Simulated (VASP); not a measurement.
# Si3HC4 in VASP: single point with PBEsol

Aim: the single point of Si3HC4 with PBEsol.

All numbers are computed with VASP 6.6.1; they aren't measurements. Logs are shortened: lines on timing, memory, paths and dates and some standing lists are left out, and cuts for length are marked.

**1. The cell of the first run**

The cell holds a slab with vacuum, 8 atoms: a = 3.081 Å, b = 3.081 Å, c = 25.759 Å, α = 90.00°, β = 90.00°, γ = 120.00°.

**2. Single point, PBEsol, collinear spin**

File INCAR:

```
SYSTEM = Si3HC4
PREC = Accurate ; ENCUT = 520
EDIFF = 1E-6 ; ISMEAR = 0
SIGMA = 0.05 ; LREAL = .False.
LASPH = .True. ; NELM = 150
ALGO = Normal ; ISIF = 2
LWAVE = .False. ; LCHARG = .False.
ISPIN = 2 ; MAGMOM = 0 0 0 1 0 0 0 0
LORBIT = 11 ; LDIPOL = .True.
IDIPOL = 3 ; DIPOL = 0.5 0.5 0.490
GGA = PS ; NBANDS = 28
```

File KPOINTS:

```
Automatic mesh
0
Gamma
  9 9 1
  0 0 0
```

File POSCAR:

```
Si3HC4
1.0
    3.0806203227      0.0000000000      0.0000000000
   -1.5403101613      2.6678954589      0.0000000000
    0.0000000000      0.0000000000     25.7594609114
C Si H
4 3 1
Direct
    0.0000000000      0.0000000000      0.3299758496
    0.3333333334      0.6666666667      0.4276221462
    0.6665890480      0.3331780960      0.5251277093
   -0.0001002850     -0.0002005701      0.6207307884
    0.3333333334      0.6666666667      0.3543874238
    0.6666590010      0.3333180021      0.4517592851
   -0.0000897773     -0.0001795547      0.5504021859
   -0.0004117265     -0.0008234530      0.6628817450
```

Potentials or basis: VASP PAW PBE potentials, release 64 (C, Si, H).

Launch:

```bash
> cat potpaw_PBE.64/C/POTCAR potpaw_PBE.64/Si/POTCAR potpaw_PBE.64/H/POTCAR > POTCAR
> mpirun -np 1 vasp_std > vasp.out
```

OUTCAR:

```text
SYSTEM = Si3HC4
   PREC = Accurate
   ENCUT = 520
   EDIFF = 1E-6
   ISMEAR = 0
   LREAL = .False.
   LASPH = .True.
   NELM = 150
   ISIF = 2
   ISPIN = 2
   LORBIT = 11
   GGA = PS

 ion  position               nearest neighbor table
   1  0.000  0.000  0.330-   5 1.89   5 1.89   5 1.89
   2  0.333  0.667  0.428-   6 1.88   6 1.88   6 1.88   5 1.89
   3  0.667  0.333  0.525-   6 1.89   7 1.89   7 1.89   7 1.89
   4  1.000  1.000  0.621-   8 1.09   7 1.81
   5  0.333  0.667  0.354-   2 1.89   1 1.89   1 1.89   1 1.89   6 3.07   6 3.07   6 3.07
   6  0.667  0.333  0.452-   2 1.88   2 1.88   2 1.88   3 1.89   5 3.07   5 3.07   5 3.07   7 3.10
                             7 3.10   7 3.10
   7  1.000  1.000  0.550-   4 1.81   3 1.89   3 1.89   3 1.89   6 3.10   6 3.10   6 3.10
   8  1.000  0.999  0.663-   4 1.09

  LATTYP: Found a hexagonal cell.
 ALAT       =     3.0806203227
 C/A-ratio  =     8.3617772439

  Lattice vectors:

 A1 = (   3.0806203227,   0.0000000000,   0.0000000000)
 A2 = (  -1.5403101613,   2.6678954589,   0.0000000000)
 A3 = (   0.0000000000,   0.0000000000,  25.7594609114)

Analysis of symmetry for initial positions (statically):
=====================================================================
 Subroutine PRICEL returns:
 Original cell was already a primitive cell.

 Routine SETGRP: Setting up the symmetry group for a
 hexagonal supercell.

 Subroutine GETGRP returns: Found  2 space group operations
 (whereof  2 operations were pure point group operations)
 out of a pool of 24 trial point group operations.

The static configuration has the point symmetry C_1h.

Analysis of symmetry for dynamics (positions and initial velocities):
=====================================================================
 Subroutine PRICEL returns:
 Original cell was already a primitive cell.

 Routine SETGRP: Setting up the symmetry group for a
 hexagonal supercell.

 Subroutine GETGRP returns: Found  2 space group operations
 (whereof  2 operations were pure point group operations)
 out of a pool of 24 trial point group operations.

The dynamic configuration has the point symmetry C_1h.

Analysis of structural, dynamic, and magnetic symmetry:
=====================================================================
 Subroutine PRICEL returns:
 Original cell was already a primitive cell.

 Routine SETGRP: Setting up the symmetry group for a
 hexagonal supercell.

 Subroutine GETGRP returns: Found  2 space group operations
 (whereof  2 operations were pure point group operations)
 out of a pool of 24 trial point group operations.

The overall configuration has the point symmetry C_1h.

 Subroutine INISYM returns: Found  2 space group operations
 (whereof  2 operations are pure point group operations),
 and found     1 'primitive' translations

----------------------------------------------------------------------------------------

                                     Primitive cell

  volume of cell :     211.7112

  direct lattice vectors                    reciprocal lattice vectors
     3.080620323  0.000000000  0.000000000     0.324609947  0.187413640  0.000000000
    -1.540310161  2.667895459  0.000000000     0.000000000  0.374827281  0.000000000
     0.000000000  0.000000000 25.759460911     0.000000000  0.000000000  0.038820688

  length of vectors
     3.080620323  3.080620323 25.759460911     0.374827281  0.374827281  0.038820688

  position of ions in fractional coordinates (direct lattice)
     0.000000000  0.000000000  0.329975850
     0.333333333  0.666666667  0.427622146
     0.666589048  0.333178096  0.525127709
     0.999899715  0.999799430  0.620730788
     0.333333333  0.666666667  0.354387424
     0.666659001  0.333318002  0.451759285
     0.999910223  0.999820445  0.550402186
     0.999588274  0.999176547  0.662881745

  ion indices of the primitive-cell ions
   primitive index   ion index
                 1           1
                 2           2
                 3           3
                 4           4
                 5           5
                 6           6
                 7           7
                 8           8

----------------------------------------------------------------------------------------

 KPOINTS: Automatic mesh
[... 62 lines left out ...]
   LNONCOLLINEAR =      F non collinear calculations
   LSORBIT =      F    spin-orbit coupling
   LASPH  =      T    aspherical Exc in radial PAW
   ENCUT  =  520.0 eV  38.22 Ry    6.18 a.u.   5.73  5.73 47.90*2*pi/ulx,y,z
   NELM   =    150;   NELMIN=  2; NELMDL= -5     # of ELM steps
   EDIFF  = 0.1E-05   stopping-criterion for ELM
   LREAL  =      F    real-space projection
   EDIFFG = 0.1E-04   stopping-criterion for IOM
   NSW    =      0    number of steps for IOM
   IBRION =     -1    ionic relax: 0-MD 1-quasi-New 2-CG
   NFREE  =      0    steps in history (QN), initial steepest desc. (CG)
   ISIF   =      2    stress and relaxation
   ISYM   =      2    0-nonsym 1-usesym 2-fastsym
   POTIM  = 0.5000    time-step for ionic-motion
   TEBEG  =    0.0;   TEEND  =   0.0 temperature during run
   PSTRESS=    0.0 pullay stress
   NELECT =      29.0000    total number of electrons
   NUPDOWN=      -1.0000    fix difference up-down
   EMIN   =  10.00;   EMAX   =-10.00  energy-range for DOS
   EFERMI =   0.00;   METHOD = LEGACY
   ISMEAR =     0;   SIGMA  =   0.05  broadening in eV -4-tet -1-fermi 0-gaus
   EFERMI_NEDOS =   21; number of points for ismear=-14 and -15
   IALGO  =     38    algorithm
   IMIX   =      4    mixing-type and parameters
     AMIX     =   0.40;   BMIX     =  1.00
     AMIX_MAG =   1.60;   BMIX_MAG =  1.00
  volume/ion in A,a.u.               =      26.46       178.59
  Fermi-wavevector in a.u.,A,eV,Ry     =   0.843904  1.594747  9.689709  0.712174
  Thomas-Fermi vector in A             =   1.958846
   LORBIT       =     11    0 simple, 1 ext, 2 COOP (PROOUT), +10 PAW based schemes
   GGA     = PS    functional components
   LHFCALC =     F    Hartree Fock is set to
   AEXX    =    0.0000 exact exchange contribution
   IVDW    =     0    specifies the selected vdW correction
   LEPSILON=     F    determine dielectric tensor
   LRPA    =     F    only Hartree local field effects (RPA)
 spin polarized calculation
 Gauss-broadening in eV      SIGMA  =   0.05
  energy-cutoff  :      520.00
  volume of cell :      211.71
 maximum number of plane-waves:      5715
   NGX = 11   NGY = 11   NGZ = 95

 dipolmoment           0.000000      0.000000      0.032283 electrons x Angstroem

 number of electron      29.0000000 magnetization       1.0248715

 dipolmoment           0.000000      0.000000     -0.106614 electrons x Angstroem

 Free energy of the ion-electron system (eV)
  ---------------------------------------------------
  ext. energy  EPLUGINS =         0.00000000
  ---------------------------------------------------
  free energy    TOTEN  =       -54.81803267 eV

  energy without entropy =      -54.81760690  energy(sigma->0) =      -54.81781979

 E-fermi :  -0.4060     XC(G=0):  -4.6679

 val. band max:       -0.4639970190   @ k =   0.0000   0.1111   0.0000
 cond. band min:      -0.3878349850   @ k =   0.0000   0.0000   0.0000
 fundamental gap:      0.0761620340
 Fermi energy:        -0.4060203328

 spin component 1

 k-point     1 :       0.0000    0.0000    0.0000
  band No.  band energies     occupation
      1     -16.1246      1.00000
      2     -14.9582      1.00000
      3     -13.4116      1.00000
      4     -12.1667      1.00000
      5      -8.6290      1.00000
      6      -6.5660      1.00000
[... 685 lines left out ...]
     25       8.3770      0.00000
     26       8.5752      0.00000

 [... further k-points ...]

 spin component 2

 k-point     1 :       0.0000    0.0000    0.0000
  band No.  band energies     occupation
      1     -16.0309      1.00000
      2     -14.8123      1.00000
      3     -13.0697      1.00000
      4     -12.0945      1.00000
      5      -8.5117      1.00000
      6      -6.3100      1.00000
[... 685 lines left out ...]
     25       8.5256      0.00000
     26       8.6706      0.00000

 [... further k-points ...]

 [bands above 26 left out]

------------------------ aborting loop because EDIFF is reached ----------------------------------------

 vacuum level on the upper side and lower side of the slab       (xc-potential included)        -1.346         0.943

  FORCE on cell =-STRESS in cart. coord.  units (eV):
  Direction    XX          YY          ZZ          XY          YZ          ZX
  --------------------------------------------------------------------------------------
  -------------------------------------------------------------------------------------
  Total       -2.3609492     -2.3564290     -0.7134606     -0.0000000      0.0056911      0.0000000
  in kB      -17.8670756    -17.8328680     -5.3992917     -0.0000000      0.0430686      0.0000000
  external PRESSURE =     -13.6997451 kB  Pullay stress =       0.0000000 kB

 VOLUME and BASIS-vectors are now :
 -----------------------------------------------------------------------------
  energy-cutoff  :      520.00
  volume of cell :      211.71
      direct lattice vectors                 reciprocal lattice vectors
     3.080620323  0.000000000  0.000000000     0.324609947  0.187413640  0.000000000
    -1.540310161  2.667895459  0.000000000     0.000000000  0.374827281  0.000000000
     0.000000000  0.000000000 25.759460911     0.000000000  0.000000000  0.038820688

 POSITION                                       TOTAL-FORCE (eV/Angst)
 -----------------------------------------------------------------------------------
      0.00000      0.00000      8.50000        -0.000000     -0.000011      2.297061
      0.00000      1.77860     11.01532        -0.000000     -0.000783      0.328399
      1.54031      0.88888     13.52701        -0.000000     -0.000379      0.001890
      1.54031      2.66736     15.98969        -0.000000     -0.000101     -0.019558
      0.00000      1.77860      9.12883        -0.000000     -0.000095     -2.641830
      1.54031      0.88926     11.63708        -0.000000     -0.000222     -0.006034
      1.54031      2.66742     14.17806         0.000000      0.000874      0.011985
      1.54031      2.66570     17.07548         0.000000      0.000717      0.028087
 -----------------------------------------------------------------------------------
    total drift:                               -0.000000      0.000006     -0.000019

  FREE ENERGIE OF THE ION-ELECTRON SYSTEM (eV)
  ---------------------------------------------------
  free  energy   TOTEN  =       -54.8180326728 eV

  energy  without entropy=      -54.8176069003  energy(sigma->0) =      -54.81781979

 vacuum level on the upper side and lower side of the slab         2.963         5.340

 total charge

# of ion       s       p       d       tot
------------------------------------------
    1        0.861   1.530   0.000   2.391
    2        0.840   1.687   0.000   2.527
    3        0.841   1.675   0.000   2.516
    4        0.906   1.383   0.000   2.290
    5        0.711   0.980   0.000   1.690
    6        0.711   0.977   0.000   1.688
    7        0.700   0.968   0.000   1.668
    8        0.612   0.052   0.000   0.664
--------------------------------------------------
tot          6.181   9.252   0.000  15.433

 magnetization (x)

# of ion       s       p       d       tot
------------------------------------------
    1        0.045   0.353   0.000   0.397
    2        0.007   0.064   0.000   0.071
    3        0.001   0.011   0.000   0.013
    4        0.001   0.008   0.000   0.009
    5       -0.004  -0.007   0.000  -0.012
    6        0.001   0.006   0.000   0.007
    7        0.000   0.001   0.000   0.002
    8       -0.000   0.000   0.000   0.000
--------------------------------------------------
tot          0.052   0.435   0.000   0.487
```

Wall time 34 min (1 thread of AMD EPYC 7R13, shared host); peak memory 0.51 GiB.

Results:

| Quantity | Value |
| --- | --- |
| Free energy | -54.8180 eV |
| Largest force | 2.642 eV/Å |
| Band gap on the k mesh | zero (filled and empty bands overlap) |
| Net moment | 1.02 μB per cell |
| Site moments | C +0.40, +0.07, +0.01; Si -0.01, +0.01, +0.00; H +0.00 μB |
| Valence electrons inside the program's atomic spheres | C 2.39, 2.53, 2.52, 2.29; Si 1.69, 1.67; H 0.66 |

Forces in eV/Å, atoms in the order of the input:
```
C    0.000  0.000  2.297
C    0.000 -0.001  0.328
C    0.000  0.000  0.002
C    0.000  0.000 -0.020
Si   0.000  0.000 -2.642
Si   0.000  0.000 -0.006
Si   0.000  0.001  0.012
H    0.000  0.001  0.028
```

Levels at points of the mesh, in eV from the Fermi level:
Spin up:
| k point | band 12 | band 13 | band 14 | band 15 | band 16 | band 17 | band 18 | band 19 |
| --- | --- | --- | --- | --- | --- | --- | --- | --- |
| (0.00, 0.00, 0.00) | -1.01 | -0.33 | -0.33 | 1.62 | 1.62 | 2.95 | 4.25 | 4.95 |
Spin down:
```csv
k point,band 10,band 11,band 12,band 13,band 14,band 15,band 16,band 17,band 18,band 19
"(0.00, 0.00, 0.00)",-0.99,-0.99,0.02,0.16,0.16,1.65,1.65,2.99,4.24,5.02
```

Caveat: the PAW data sets were made with another functional, which shifts forces and pressure a little.
